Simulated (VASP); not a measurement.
# Br (Cmce) in VASP: a series of runs

The runs below take Br through single point, with PBE.

Program: VASP 6.6.1. These are calculated values, not measurements. Logs are shortened: lines on timing, memory, paths and dates and some standing lists are left out, and cuts for length are marked.

**1. The cell of the first run**

The structure is orthorhombic, space group Cmce (No. 64). Conventional cell: a = 6.665 Å, b = 4.785 Å, c = 8.823 Å, α = 90.00°, β = 90.00°, γ = 90.00°. Within 2.9 Å of Br (site symmetry m) lie 1 Br at 2.16 Å.

**2. Single point, PBE**

Contents of INCAR:

```
PREC = Accurate
ENCUT = 520
EDIFF = 1E-6
ISMEAR = -1
SIGMA = 0.0417
LREAL = F
LASPH = T
NELM = 100
ALGO = Normal
ISIF = 2
LWAVE = F
LCHARG = F
GGA = PE
NBANDS = 22
```

Contents of KPOINTS:

```
regular mesh
0
Gamma
  5 2 5
```

Contents of POSCAR:

```
Br
1.0
   -3.3324990000      0.0000000000      2.3925630000
    0.0000000000     -8.8225770000      0.0000000000
    3.3324990000      0.0000000000      2.3925630000
Br
4
Direct
    0.1300000000      0.9000000000      0.1300000000
    0.6300000000      0.6000000000      0.6300000000
    0.8700000000      0.1000000000      0.8700000000
    0.3700000000      0.4000000000      0.3700000000
```

Potentials or basis: VASP PAW PBE potentials, release 64 (Br).

Launch:

```console
$ cat potpaw_PBE.64/Br/POTCAR > POTCAR
$ mpirun -np 1 vasp_std > vasp.out
```

OUTCAR:

```text
PREC = Accurate
   ENCUT = 520
   EDIFF = 1E-6
   ISMEAR = -1
   LREAL = F
   LASPH = T
   NELM = 100
   ISIF = 2
   GGA = PE

 ion  position               nearest neighbor table
   1  0.130  0.900  0.130-   3 2.16
   2  0.630  0.600  0.630-   4 2.16
   3  0.870  0.100  0.870-   1 2.16
   4  0.370  0.400  0.370-   2 2.16

  LATTYP: Found a base centered orthorhombic cell.
 ALAT       =     4.7851260000
 B/A-ratio  =     1.3928573668
 C/A-ratio  =     1.8437501959

  Lattice vectors:

 A1 = (   3.3324990000,   0.0000000000,   2.3925630000)
 A2 = (  -3.3324990000,   0.0000000000,   2.3925630000)
 A3 = (   0.0000000000,  -8.8225770000,   0.0000000000)

Analysis of symmetry for initial positions (statically):
=====================================================================
 Subroutine PRICEL returns:
 Original cell was already a primitive cell.

 Routine SETGRP: Setting up the symmetry group for a
 base centered orthorhombic supercell.

 Subroutine GETGRP returns: Found  8 space group operations
 (whereof  4 operations were pure point group operations)
 out of a pool of  8 trial point group operations.

The static configuration has the point symmetry C_2h.
 The point group associated with its full space group is D_2h.

Analysis of symmetry for dynamics (positions and initial velocities):
=====================================================================
 Subroutine PRICEL returns:
 Original cell was already a primitive cell.

 Routine SETGRP: Setting up the symmetry group for a
 base centered orthorhombic supercell.

 Subroutine GETGRP returns: Found  8 space group operations
 (whereof  4 operations were pure point group operations)
 out of a pool of  8 trial point group operations.

The dynamic configuration has the point symmetry C_2h.
 The point group associated with its full space group is D_2h.

 Subroutine INISYM returns: Found  8 space group operations
 (whereof  4 operations are pure point group operations),
 and found     1 'primitive' translations

----------------------------------------------------------------------------------------

                                     Primitive cell

  volume of cell :     140.6886

  direct lattice vectors                    reciprocal lattice vectors
    -3.332499000  0.000000000  2.392563000    -0.150037554  0.000000000  0.208980913
     0.000000000 -8.822577000  0.000000000     0.000000000 -0.113345568  0.000000000
     3.332499000  0.000000000  2.392563000     0.150037554  0.000000000  0.208980913

  length of vectors
     4.102427000  8.822577000  4.102427000     0.257263075  0.113345568  0.257263075
[... 79 lines left out ...]
   LREAL  =      F    real-space projection
   EDIFFG = 0.1E-04   stopping-criterion for IOM
   NSW    =      0    number of steps for IOM
   IBRION =     -1    ionic relax: 0-MD 1-quasi-New 2-CG
   NFREE  =      0    steps in history (QN), initial steepest desc. (CG)
   ISIF   =      2    stress and relaxation
   ISYM   =      2    0-nonsym 1-usesym 2-fastsym
   POTIM  = 0.5000    time-step for ionic-motion
   TEBEG  =    0.0;   TEEND  =   0.0 temperature during run
   PSTRESS=    0.0 pullay stress
   NELECT =      28.0000    total number of electrons
   NUPDOWN=      -1.0000    fix difference up-down
   EMIN   =  10.00;   EMAX   =-10.00  energy-range for DOS
   EFERMI =   0.00;   METHOD = LEGACY
   ISMEAR =    -1;   SIGMA  =   0.04  broadening in eV -4-tet -1-fermi 0-gaus
   EFERMI_NEDOS =   21; number of points for ismear=-14 and -15
   IALGO  =     38    algorithm
   IMIX   =      4    mixing-type and parameters
     AMIX     =   0.40;   BMIX     =  1.00
     AMIX_MAG =   1.60;   BMIX_MAG =  1.00
  volume/ion in A,a.u.               =      35.17       237.35
  Fermi-wavevector in a.u.,A,eV,Ry     =   0.955817  1.806231 12.430083  0.913585
  Thomas-Fermi vector in A             =   2.084689
   LORBIT       =      0    0 simple, 1 ext, 2 COOP (PROOUT), +10 PAW based schemes
   GGA     = PE    functional components
   LHFCALC =     F    Hartree Fock is set to
   AEXX    =    0.0000 exact exchange contribution
   IVDW    =     0    specifies the selected vdW correction
   LEPSILON=     F    determine dielectric tensor
   LRPA    =     F    only Hartree local field effects (RPA)
 non-spin polarized calculation
  energy-cutoff  :      520.00
  volume of cell :      140.69
 maximum number of plane-waves:      3811
   NGX = 15   NGY = 33   NGZ = 15

 number of electron      27.9999995 magnetization

 Free energy of the ion-electron system (eV)
  ---------------------------------------------------
  ext. energy  EPLUGINS =         0.00000000
  ---------------------------------------------------
  free energy    TOTEN  =        -5.85770999 eV

  energy without entropy =       -5.85770999  energy(sigma->0) =       -5.85770999

 E-fermi :   0.5803     XC(G=0):  -7.6475

 val. band max:       -0.4060277051   @ k =   0.4000   0.0000   0.4000
 cond. band min:       2.0164786904   @ k =   0.0000   0.0000   0.0000
 fundamental gap:      2.4225063955
 Fermi energy:         0.5803449722

 k-point     1 :       0.0000    0.0000    0.0000
  band No.  band energies     occupation
      1     -17.0292      2.00000
      2     -16.8615      2.00000
      3     -13.2298      2.00000
      4     -12.7700      2.00000
      5      -5.6215      2.00000
      6      -4.8034      2.00000
[... 439 lines left out ...]
     21       8.8082      0.00000
     22       8.8082      0.00000

------------------------ aborting loop because EDIFF is reached ----------------------------------------

  FORCE on cell =-STRESS in cart. coord.  units (eV):
  Direction    XX          YY          ZZ          XY          YZ          ZX
  --------------------------------------------------------------------------------------
  -------------------------------------------------------------------------------------
  Total        0.8465589      9.3116874      4.7991316      0.0000000      0.0000000      0.0000000
  in kB        9.6407077    106.0425365     54.6530467      0.0000000      0.0000000      0.0000000
  external PRESSURE =      56.7787636 kB  Pullay stress =       0.0000000 kB

 VOLUME and BASIS-vectors are now :
 -----------------------------------------------------------------------------
  energy-cutoff  :      520.00
  volume of cell :      140.69
      direct lattice vectors                 reciprocal lattice vectors
    -3.332499000  0.000000000  2.392563000    -0.150037554  0.000000000  0.208980913
     0.000000000 -8.822577000  0.000000000     0.000000000 -0.113345568  0.000000000
     3.332499000  0.000000000  2.392563000     0.150037554  0.000000000  0.208980913

 POSITION                                       TOTAL-FORCE (eV/Angst)
 -----------------------------------------------------------------------------------
      0.00000     -7.94032      0.62207         0.000000      2.709104      1.797281
      0.00000     -5.29355      3.01463         0.000000     -2.709104      1.797281
      0.00000     -0.88226      4.16306         0.000000     -2.709104     -1.797281
      0.00000     -3.52903      1.77050         0.000000      2.709104     -1.797281
 -----------------------------------------------------------------------------------
    total drift:                               -0.000000      0.000000      0.000000

  FREE ENERGIE OF THE ION-ELECTRON SYSTEM (eV)
  ---------------------------------------------------
  free  energy   TOTEN  =        -5.8577099855 eV

  energy  without entropy=       -5.8577099855  energy(sigma->0) =       -5.85770999
```

OSZICAR:

```text
N       E                     dE             d eps       ncg     rms          rms(c)
DAV:   1     0.175669722973E+03    0.17567E+03   -0.11178E+04   792   0.105E+03
DAV:   2     0.755031337234E+01   -0.16812E+03   -0.16183E+03  1106   0.181E+02
DAV:   3    -0.611724033341E+01   -0.13668E+02   -0.13618E+02  1004   0.591E+01
DAV:   4    -0.625960721222E+01   -0.14237E+00   -0.14232E+00  1016   0.720E+00
DAV:   5    -0.626077445248E+01   -0.11672E-02   -0.11672E-02  1026   0.638E-01    0.132E+01
DAV:   6    -0.596570300892E+01    0.29507E+00   -0.19769E-01   954   0.238E+00    0.864E+00
DAV:   7    -0.586718026681E+01    0.98523E-01   -0.45625E-01   924   0.356E+00    0.677E-01
DAV:   8    -0.585741295289E+01    0.97673E-02   -0.55530E-02   828   0.127E+00    0.355E-01
DAV:   9    -0.585753574674E+01   -0.12279E-03   -0.11826E-03   972   0.197E-01    0.668E-02
DAV:  10    -0.585769538566E+01   -0.15964E-03   -0.15651E-04   972   0.750E-02    0.477E-02
DAV:  11    -0.585770760464E+01   -0.12219E-04   -0.36042E-05   942   0.334E-02    0.813E-03
DAV:  12    -0.585770921869E+01   -0.16141E-05   -0.39312E-06   954   0.117E-02    0.433E-03
DAV:  13    -0.585770998553E+01   -0.76684E-06   -0.99028E-07   706   0.608E-03
   1 F= -.58577100E+01 E0= -.58577100E+01  d E =-.330993E-10
```

It took 80 s on 1 thread of Intel Xeon 8259CL, shared host; peak memory 0.24 GiB.

Results:

| Item | Value |
| --- | --- |
| Free energy | -5.8577 eV |
| Pressure | 5.7 GPa |
| Largest force | 3.251 eV/Å |
| Band gap on the k mesh | 2.42 eV (least direct gap 2.44 eV) |

Forces on the atoms (eV/Å):
```
Br   0.000  2.709  1.797
Br   0.000 -2.709  1.797
Br   0.000 -2.709 -1.797
Br   0.000  2.709 -1.797
```

Stress tensor (GPa, compression positive):
```
 0.96  0.00  0.00
 0.00 10.60  0.00
 0.00  0.00  5.47
```

Levels at points of the mesh, in eV from the valence-band top:
```csv
k point,band 11,band 12,band 13,band 14,band 15,band 16,band 17,band 18
"(0.00, 0.00, 0.00)",-0.74,-0.43,-0.13,-0.02,2.42,3.23,5.73,6.44
"(0.00, 0.50, 0.00)",-0.70,-0.70,-0.08,-0.08,2.67,2.67,6.47,6.47
```

Caveat: the stress differs along the axes, from 1 to 11 GPa; this functional lacks dispersion, which holds the molecules together, so the pressure and a relaxed volume are unreliable; forces of over 1 eV/Å act on the atoms, so gaps and moduli don't describe the material at rest. A k mesh can miss the band edges.

**3. Single point, PBE**

Contents of INCAR:

```
ALGO = Normal ; EDIFF = 1E-6
ENCUT = 520 ; GGA = PE
ISIF = 2 ; ISMEAR = -1
LASPH = True ; LCHARG = True
LELF = True ; LREAL = False
LVHAR = True ; LWAVE = False
NBANDS = 22 ; NELM = 60
PREC = Accurate ; SIGMA = 0.0417
```

Contents of KPOINTS:

```
Automatic mesh
0
Gamma
  5 2 5
  0.5 0.5 0.5
```

POSCAR is that of step 2.

Potentials or basis: VASP PAW PBE potentials, release 64 (Br).

Launch:

```console
$ cat potpaw_PBE.64/Br/POTCAR > POTCAR
$ mpirun -np 1 vasp_std > vasp.out
```

Wall time 46 s (1 thread of Intel Xeon 8259CL, shared host); peak memory 0.23 GiB.

It converged, with:

| Quantity | Value |
| --- | --- |
| Free energy | -5.8578 eV |
| Pressure | 5.7 GPa |
| Largest force | 3.252 eV/Å |
| Band gap on the k mesh | 2.53 eV (least direct gap 2.55 eV) |

Forces on the atoms (eV/Å):
```
Br   0.000  2.711  1.797
Br   0.000 -2.711  1.797
Br   0.000 -2.711 -1.797
Br   0.000  2.711 -1.797
```

Stress tensor (GPa, compression positive):
```
 0.97  0.00  0.00
 0.00 10.61  0.00
 0.00  0.00  5.46
```

Levels at points of the mesh, in eV from the valence-band top:
```tsv
k point	band 11	band 12	band 13	band 14	band 15	band 16	band 17	band 18
(0.10, 0.25, 0.10)	-0.49	-0.27	-0.15	-0.01	2.53	3.11	6.35	6.81
```

Caveat: the stress differs along the axes, from 1 to 11 GPa; this functional lacks dispersion, which holds the molecules together, so the pressure and a relaxed volume are unreliable; a shifted mesh leaves out Γ, where band edges can lie; forces of over 1 eV/Å act on the atoms, so gaps and moduli don't describe the material at rest. A k mesh can miss the band edges.

**4. Single point, PBE**

Contents of INCAR:

```
SYSTEM = Br
  PREC = Accurate
  ENCUT = 520
  EDIFF = 1E-6
  ISMEAR = -1
  SIGMA = 0.0417
  LREAL = .False.
  LASPH = .True.
  NELM = 100
  ALGO = Normal
  ISIF = 2
  LWAVE = .False.
  LCHARG = .False.
  GGA = PE
  NBANDS = 22
  ISYM = 0
```

Contents of KPOINTS:

```
regular mesh
0
Gamma
  8 3 8
  0 0 0
```

POSCAR is that of step 3.

Launch:

```console
$ cat potpaw_PBE.64/Br/POTCAR > POTCAR
$ mpirun -np 1 vasp_std > vasp.out
```

It took 6.1 min on 1 thread of Intel Xeon 8259CL, shared host; peak memory 0.38 GiB.

Results (log left out):

```yaml
Free_energy: -5.8577 eV
Pressure: 5.7 GPa
Largest_force: 3.252 eV/Å
Band_gap_on_the_k_mesh: 2.41 eV (least direct gap 2.44 eV)
```

Forces in eV/Å, atoms in the order of the input:
```
Br   0.000  2.710  1.797
Br   0.000 -2.710  1.797
Br   0.000 -2.710 -1.797
Br   0.000  2.710 -1.797
```

Stress tensor (GPa, compression positive):
```
 0.97  0.00  0.00
 0.00 10.61  0.00
 0.00  0.00  5.46
```

Levels at points of the mesh, in eV from the valence-band top:
| k point | band 12 | band 13 | band 14 | band 15 | band 16 | band 17 |
| --- | --- | --- | --- | --- | --- | --- |
| (0.00, 0.00, 0.00) | -0.43 | -0.13 | -0.02 | 2.42 | 3.23 | 5.73 |
| (0.50, 0.00, 0.00) | -0.58 | -0.14 | -0.14 | 2.98 | 2.98 | 7.04 |
| (0.00, 0.00, 0.50) | -0.58 | -0.14 | -0.14 | 2.98 | 2.98 | 7.04 |
| (0.50, 0.00, 0.50) | -0.95 | -0.40 | 0.00 | 2.55 | 2.84 | 7.37 |

Caveat: the stress differs along the axes, from 1 to 11 GPa; this functional lacks dispersion, which holds the molecules together, so the pressure and a relaxed volume are unreliable; forces of over 1 eV/Å act on the atoms, so gaps and moduli don't describe the material at rest.

**5. The runs side by side**

```tsv
k mesh	gap on the mesh (eV)	pressure (GPa)	largest force (eV/Å)
5 × 2 × 5	2.42	5.7	3.25
5 × 2 × 5, shifted	2.53	5.7	3.25
8 × 3 × 8	2.41	5.7	3.25
```

Alike in all rows: task single point; level PBE; potentials or basis VASP PAW PBE potentials, release 64 (Br); no spin polarisation; cell as given; cutoff (eV) 520; smearing fermi-dirac 0.0417 eV.

Caveats: the stress differs along the axes, from 1 to 11 GPa; this functional lacks dispersion, which holds the molecules together, so the pressure and a relaxed volume are unreliable; forces of over 1 eV/Å act on the atoms, so gaps and moduli don't describe the material at rest; a shifted mesh leaves out Γ, where band edges can lie (at least some runs).

Total energies depend on the potentials used, so only differences within one code and one set of settings carry meaning.
